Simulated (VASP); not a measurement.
# CaSe (I4mm) in VASP: further runs

Runs on CaSe. Level: PBE. Tasks: single point.

All numbers are computed with VASP 6.6.1; they aren't measurements. Logs are shortened: lines on timing, memory, paths and dates and some standing lists are left out, and cuts for length are marked.

### Step 1. The cell of the first run

Symmetry: I4mm, No. 107, tetragonal system. Conventional cell: a = 4.180 Å, b = 4.180 Å, c = 5.912 Å, α = 90.00°, β = 90.00°, γ = 90.00°. Ca (site symmetry 4mm) has 5 Se at 2.46 to 3.00 Å within 3.2 Å. Within 3.2 Å of Se (site symmetry 4mm) lie 5 Ca at 2.46 to 3.00 Å.

### Step 2. Single point, PBE

INCAR reads:

```
SYSTEM = CaSe
  PREC = Accurate
  ENCUT = 520
  EDIFF = 1E-6
  ISMEAR = 0
  SIGMA = 0.05
  LREAL = .False.
  LASPH = .True.
  NELM = 60
  ALGO = Normal
  ISIF = 2
  LWAVE = .False.
  LCHARG = .False.
  GGA = PE
  NBANDS = 15
```

KPOINTS reads:

```
regular mesh
0
Gamma
  8 8 8
  0 0 0
```

POSCAR reads:

```
CaSe
1.0
    0.0000000000      2.9560000000      2.9560000000
    2.9560000000      0.0000000000      2.9560000000
    2.9560000000      2.9560000000      0.0000000000
Ca Se
1 1
Direct
    0.0845737483      0.0845737483     -0.0845737483
    0.5000000000      0.5000000000      0.5000000000
```

Potentials or basis: VASP PAW PBE potentials, release 64 (Ca_sv, Se).

The run is started by

```bash
> cat potpaw_PBE.64/Ca_sv/POTCAR potpaw_PBE.64/Se/POTCAR > POTCAR
> mpirun -np 1 vasp_std > vasp.out
```

OUTCAR:

```text
SYSTEM = CaSe
   PREC = Accurate
   ENCUT = 520
   EDIFF = 1E-6
   ISMEAR = 0
   LREAL = .False.
   LASPH = .True.
   NELM = 60
   ISIF = 2
   GGA = PE

 ion  position               nearest neighbor table
   1  0.085  0.085  0.915-   2 2.46
   2  0.500  0.500  0.500-   1 2.46

  LATTYP: Found a face centered cubic cell.
 ALAT       =     5.9120000000

  Lattice vectors:

 A1 = (   0.0000000000,   2.9560000000,   2.9560000000)
 A2 = (   2.9560000000,   0.0000000000,   2.9560000000)
 A3 = (   2.9560000000,   2.9560000000,   0.0000000000)

Analysis of symmetry for initial positions (statically):
=====================================================================
 Subroutine PRICEL returns:
 Original cell was already a primitive cell.

 Routine SETGRP: Setting up the symmetry group for a
 face centered cubic supercell.

 Subroutine GETGRP returns: Found  8 space group operations
 (whereof  8 operations were pure point group operations)
 out of a pool of 48 trial point group operations.

The static configuration has the point symmetry C_4v.

Analysis of symmetry for dynamics (positions and initial velocities):
=====================================================================
 Subroutine PRICEL returns:
 Original cell was already a primitive cell.

 Routine SETGRP: Setting up the symmetry group for a
 face centered cubic supercell.

 Subroutine GETGRP returns: Found  8 space group operations
 (whereof  8 operations were pure point group operations)
 out of a pool of 48 trial point group operations.

The dynamic configuration has the point symmetry C_4v.

 Subroutine INISYM returns: Found  8 space group operations
 (whereof  8 operations are pure point group operations),
 and found     1 'primitive' translations

----------------------------------------------------------------------------------------

                                     Primitive cell

  volume of cell :      51.6587

  direct lattice vectors                    reciprocal lattice vectors
     0.000000000  2.956000000  2.956000000    -0.169147497  0.169147497  0.169147497
     2.956000000  0.000000000  2.956000000     0.169147497 -0.169147497  0.169147497
     2.956000000  2.956000000  0.000000000     0.169147497  0.169147497 -0.169147497

  length of vectors
     4.180415290  4.180415290  4.180415290     0.292972058  0.292972058  0.292972058

  position of ions in fractional coordinates (direct lattice)
     0.084573748  0.084573748  0.915426252
     0.500000000  0.500000000  0.500000000

  ion indices of the primitive-cell ions
   primitive index   ion index
                 1           1
                 2           2

----------------------------------------------------------------------------------------

 KPOINTS: regular mesh

Automatic generation of k-mesh.
 Grid dimensions read from file:
 generate k-points for:    8    8    8

 Generating k-lattice:

  Cartesian coordinates                     Fractional coordinates (reciprocal lattice)
    -0.021143437  0.021143437  0.021143437     0.125000000  0.000000000  0.000000000
     0.021143437 -0.021143437  0.021143437     0.000000000  0.125000000  0.000000000
     0.021143437  0.021143437 -0.021143437     0.000000000  0.000000000  0.125000000

  Length of vectors
     0.036621507  0.036621507  0.036621507

  Shift w.r.t. Gamma in fractional coordinates (k-lattice)
     0.000000000  0.000000000  0.000000000

 Subroutine IBZKPT returns following result:
 ===========================================

 Found     59 irreducible k-points:

 Following reciprocal coordinates:
            Coordinates               Weight
  0.000000  0.000000  0.000000      1.000000
  0.125000  0.000000  0.000000      8.000000
  0.250000  0.000000  0.000000      8.000000
  0.375000  0.000000  0.000000      8.000000
  0.500000  0.000000  0.000000      4.000000
  0.125000  0.125000  0.000000      2.000000
[... 16 lines left out ...]
  0.000000  0.375000  0.250000     16.000000
  0.500000  0.250000  0.000000      8.000000
 [... further k-points ...]
   k-points           NKPTS =     59   k-points in BZ     NKDIM =     59   number of bands    NBANDS=     15
   number of dos      NEDOS =    301   number of ions     NIONS =      2
   total plane-waves  NPLWV =  32768
   dimension x,y,z NGX =    32 NGY =   32 NGZ =   32
   dimension x,y,z NGXF=    64 NGYF=   64 NGZF=   64
   ions per type =               1   1
   NGX,Y,Z   is equivalent  to a cutoff of  12.73, 12.73, 12.73 a.u.
   NGXF,Y,Z  is equivalent  to a cutoff of  25.45, 25.45, 25.45 a.u.
 SYSTEM =  CaSe
   PREC   = accura    normal or accurate (medium, high low for compatibility)
   ISTART =      0    job   : 0-new  1-cont  2-samecut
   ICHARG =      2    charge: 1-file 2-atom 10-const
   ISPIN  =      1    spin polarized calculation?
   LNONCOLLINEAR =      F non collinear calculations
   LSORBIT =      F    spin-orbit coupling
   LASPH  =      T    aspherical Exc in radial PAW
   ENCUT  =  520.0 eV  38.22 Ry    6.18 a.u.   7.77  7.77  7.77*2*pi/ulx,y,z
   NELM   =     60;   NELMIN=  2; NELMDL= -5     # of ELM steps
   EDIFF  = 0.1E-05   stopping-criterion for ELM
   LREAL  =      F    real-space projection
   EDIFFG = 0.1E-04   stopping-criterion for IOM
   NSW    =      0    number of steps for IOM
   IBRION =     -1    ionic relax: 0-MD 1-quasi-New 2-CG
   NFREE  =      0    steps in history (QN), initial steepest desc. (CG)
   ISIF   =      2    stress and relaxation
   ISYM   =      2    0-nonsym 1-usesym 2-fastsym
   POTIM  = 0.5000    time-step for ionic-motion
   TEBEG  =    0.0;   TEEND  =   0.0 temperature during run
   PSTRESS=    0.0 pullay stress
   NELECT =      16.0000    total number of electrons
   NUPDOWN=      -1.0000    fix difference up-down
   EMIN   =  10.00;   EMAX   =-10.00  energy-range for DOS
   EFERMI =   0.00;   METHOD = LEGACY
   ISMEAR =     0;   SIGMA  =   0.05  broadening in eV -4-tet -1-fermi 0-gaus
   EFERMI_NEDOS =   21; number of points for ismear=-14 and -15
   IALGO  =     38    algorithm
   IMIX   =      4    mixing-type and parameters
     AMIX     =   0.40;   BMIX     =  1.00
     AMIX_MAG =   1.60;   BMIX_MAG =  1.00
  volume/ion in A,a.u.               =      25.83       174.30
  Fermi-wavevector in a.u.,A,eV,Ry     =   1.107645  2.093145 16.692666  1.226876
  Thomas-Fermi vector in A             =   2.244161
   LORBIT       =      0    0 simple, 1 ext, 2 COOP (PROOUT), +10 PAW based schemes
   GGA     = PE    functional components
   LHFCALC =     F    Hartree Fock is set to
   AEXX    =    0.0000 exact exchange contribution
   IVDW    =     0    specifies the selected vdW correction
   LEPSILON=     F    determine dielectric tensor
   LRPA    =     F    only Hartree local field effects (RPA)
 non-spin polarized calculation
 Gauss-broadening in eV      SIGMA  =   0.05
  energy-cutoff  :      520.00
  volume of cell :       51.66
 maximum number of plane-waves:      1411
   NGX = 15   NGY = 15   NGZ = 15

 number of electron      16.0000001 magnetization

 Free energy of the ion-electron system (eV)
  ---------------------------------------------------
  ext. energy  EPLUGINS =         0.00000000
  ---------------------------------------------------
  free energy    TOTEN  =        -8.91234513 eV

  energy without entropy =       -8.91234513  energy(sigma->0) =       -8.91234513

 E-fermi :   2.3204     XC(G=0):  -9.1082

 val. band max:        2.0511112664   @ k =   0.0000   0.0000   0.0000
 cond. band min:       4.5225886691   @ k =   0.5000   0.5000   0.0000
 fundamental gap:      2.4714774027
 Fermi energy:         2.3203840531

 k-point     1 :       0.0000    0.0000    0.0000
  band No.  band energies     occupation
      1     -37.1295      2.00000
      2     -18.2408      2.00000
      3     -18.1327      2.00000
      4     -18.1327      2.00000
      5      -9.3691      2.00000
      6       2.0079      2.00000
      7       2.0511      2.00000
      8       2.0511      2.00000
      9       5.6886      0.00000
     10       6.3464      0.00000
     11       6.7789      0.00000
     12       6.7789      0.00000
     13       6.8829      0.00000
     14       7.8329      0.00000
     15      11.5319      0.00000

 k-point     2 :       0.1250    0.0000    0.0000
  band No.  band energies     occupation
      1     -37.1284      2.00000
      2     -18.2508      2.00000
      3     -18.1432      2.00000
      4     -18.1344      2.00000
      5      -9.2783      2.00000
      6       1.3418      2.00000
      7       1.9206      2.00000
      8       2.0127      2.00000
      9       5.9822      0.00000
     10       6.3747      0.00000
     11       6.5308      0.00000
     12       7.0547      0.00000
     13       7.6177      0.00000
     14       8.3536      0.00000
     15      11.8416      0.00000

 k-point     3 :       0.2500    0.0000    0.0000
  band No.  band energies     occupation
      1     -37.1257      2.00000
      2     -18.2804      2.00000
      3     -18.1623      2.00000
      4     -18.1383      2.00000
      5      -9.0495      2.00000
      6       0.3091      2.00000
      7       1.6304      2.00000
      8       1.7155      2.00000
      9       5.9990      0.00000
     10       6.7745      0.00000
     11       6.8554      0.00000
     12       8.1405      0.00000
     13       8.6071      0.00000
     14       9.1420      0.00000
     15      11.8010      0.00000

 k-point     4 :       0.3750    0.0000    0.0000
  band No.  band energies     occupation
      1     -37.1230      2.00000
      2     -18.3156      2.00000
      3     -18.1748      2.00000
      4     -18.1422      2.00000
      5      -8.8045      2.00000
      6      -0.5033      2.00000
      7       1.3705      2.00000
      8       1.4382      2.00000
      9       6.2421      0.00000
     10       7.4118      0.00000
     11       7.4502      0.00000
     12       8.4348      0.00000
     13       9.2319      0.00000
     14       9.7782      0.00000
     15      11.6686      0.00000
[... 307 lines left out ...]
 k-point    22 :       0.3750    0.2500    0.0000
  band No.  band energies     occupation
      1     -37.1220      2.00000
      2     -18.3261      2.00000
      3     -18.1639      2.00000
      4     -18.1572      2.00000
      5      -8.8504      2.00000
      6       0.0494      2.00000
      7       1.3513      2.00000
      8       1.5315      2.00000
      9       5.2973      0.00000
     10       7.3767      0.00000
     11       7.5951      0.00000
     12       8.1788      0.00000
     13       8.3739      0.00000
     14       9.4071      0.00000
     15      12.0716      0.00000

 k-point    23 :       0.0000    0.3750    0.2500
  band No.  band energies     occupation
      1     -37.1225      2.00000
      2     -18.2835      2.00000
      3     -18.1946      2.00000
      4     -18.1550      2.00000
      5      -8.8723      2.00000
      6      -0.0228      2.00000
      7       1.1315      2.00000
      8       1.5854      2.00000
      9       5.5785      0.00000
     10       7.0529      0.00000
     11       7.7031      0.00000
     12       8.4085      0.00000
     13       8.6652      0.00000
     14       9.8903      0.00000
     15      10.9874      0.00000

 k-point    24 :       0.5000    0.2500    0.0000
  band No.  band energies     occupation
      1     -37.1204      2.00000
      2     -18.3346      2.00000
      3     -18.1831      2.00000
      4     -18.1573      2.00000
      5      -8.7300      2.00000
      6      -0.1190      2.00000
      7       0.9125      2.00000
      8       1.3734      2.00000
      9       5.8330      0.00000
     10       7.3027      0.00000
     11       8.0996      0.00000
     12       8.3086      0.00000
     13       8.3943      0.00000
     14       9.5515      0.00000
     15      11.5373      0.00000

 [... further k-points ...]

------------------------ aborting loop because EDIFF is reached ----------------------------------------

  FORCE on cell =-STRESS in cart. coord.  units (eV):
  Direction    XX          YY          ZZ          XY          YZ          ZX
  --------------------------------------------------------------------------------------
  -------------------------------------------------------------------------------------
  Total        0.1202169      0.1202169      6.2841138      0.0000000      0.0000000      0.0000000
  in kB        3.7284874      3.7284874    194.8997760      0.0000000      0.0000000      0.0000000
  external PRESSURE =      67.4522503 kB  Pullay stress =       0.0000000 kB

 VOLUME and BASIS-vectors are now :
 -----------------------------------------------------------------------------
  energy-cutoff  :      520.00
  volume of cell :       51.66
      direct lattice vectors                 reciprocal lattice vectors
     0.000000000  2.956000000  2.956000000    -0.169147497  0.169147497  0.169147497
     2.956000000  0.000000000  2.956000000     0.169147497 -0.169147497  0.169147497
     2.956000000  2.956000000  0.000000000     0.169147497  0.169147497 -0.169147497

 POSITION                                       TOTAL-FORCE (eV/Angst)
 -----------------------------------------------------------------------------------
      2.95600      2.95600      0.50000         0.000000      0.000000     -2.999791
      2.95600      2.95600      2.95600         0.000000      0.000000      2.999791
 -----------------------------------------------------------------------------------
    total drift:                                0.000000      0.000000      0.000355

  FREE ENERGIE OF THE ION-ELECTRON SYSTEM (eV)
  ---------------------------------------------------
  free  energy   TOTEN  =        -8.9123451301 eV

  energy  without entropy=       -8.9123451301  energy(sigma->0) =       -8.91234513
```

It took 17 s on 1 thread of Intel Xeon Platinum 8488C (Sapphire Rapids), shared host; peak memory 0.2 GiB.

What came out:

```yaml
Free_energy: -8.9123 eV
Pressure: 6.7 GPa
Largest_force: 3.000 eV/Å
Band_gap_on_the_k_mesh: 2.47 eV, indirect (least direct gap 3.04 eV)
```

Forces on the atoms (eV/Å):
```
Ca   0.000  0.000 -3.000
Se   0.000  0.000  3.000
```

Caveat: the cell differs from its parent crystal (all Ca atoms moved -0.500 Å, as atom 1 towards its neighbour atom 2 (Se) at 2.956 Å); forces of over 1 eV/Å act on the atoms, so gaps and moduli don't describe the material at rest. A k mesh can miss the band edges.

[end of part 1 of 2]
